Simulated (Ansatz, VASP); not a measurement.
**Two plane-wave programs on AlN**

Contents of INCAR:

```
  PREC = Accurate
  ENCUT = 520
  EDIFF = 1E-6
  ISMEAR = 0
  SIGMA = 0.05
  LREAL = False
  LASPH = True
  NELM = 60
  ALGO = Normal
  ISIF = 2
  LWAVE = False
  LCHARG = False
  GGA = CA
  NBANDS = 16
```

KPOINTS

```
Automatic mesh
0
Gamma
  9 9 6
```

Contents of POSCAR:

```
AlN
1.0
    3.1576671839      0.0000000000      0.0000000000
   -1.5788335919      2.7346199979      0.0000000000
    0.0000000000      0.0000000000      4.9780000000
Al N
2 2
Direct
    0.3333333333      0.6666666667      0.0000000000
    0.6666666667      0.3333333333      0.5000000000
    0.3333333333      0.6666666667      0.3850000000
    0.6666666667      0.3333333333      0.8850000000
```

Input for Ansatz:

```yaml
crystal:
  lattice:
    - [3.1576671839, 0.0, 0.0]
    - [-1.5788335919, 2.7346199979, 0.0]
    - [0.0, 0.0, 4.978]
  atoms:
    - { symbol: Al, position: [0.3333333333, 0.6666666667, 0.0] }
    - { symbol: Al, position: [0.6666666667, 0.3333333333, 0.5] }
    - { symbol: "N", position: [0.3333333333, 0.6666666667, 0.385] }
    - { symbol: "N", position: [0.6666666667, 0.3333333333, 0.885] }
basis:
  ecutwfc: 420
kpoints:
  mp_grid: { grid: [9, 9, 6] }
hamiltonian:
  xc: lda
scf:
  occupations: { method: gaussian, width: 0.05 }
output:
  forces: true
  stress: true
  eigenvalues: true
```

Change from the starting cell: strain +0.015 along x and y, +0.000 along z, atoms carried along.

Alike in both runs: task single point; functional LDA; k mesh 9 × 9 × 6; occupations gaussian, width 0.05 eV; no spin polarisation.

|  | VASP | Ansatz |
| --- | --- | --- |
| version | VASP 6.6.1 | Ansatz 0.2.0 |
| potentials or method | VASP PAW LDA potentials, release 64 (Al, N), cutoff 520 eV | scalar-relativistic, plane waves, PAW |
| valence electrons in the cell | 16 | 16 |

```tsv
	VASP	Ansatz	Ansatz less VASP
gap on the k mesh at the Fermi level (eV)	3.89	3.88	-0.005
least direct gap on the mesh (eV)	3.89	3.88	-0.005
pressure (GPa)	-9.5	-10.0	-0.45
traceless stress, the component that is largest in VASP (GPa)	2.93	2.91	-0.018
rms of the force components (eV/Å)	0.024	0.026	+0.0017
```

LDA's correlation is that of Perdew and Zunger in VASP and of Perdew and Wang (1992) in Ansatz. Atom by atom the forces differ by 0.002 eV/Å (rms over components).
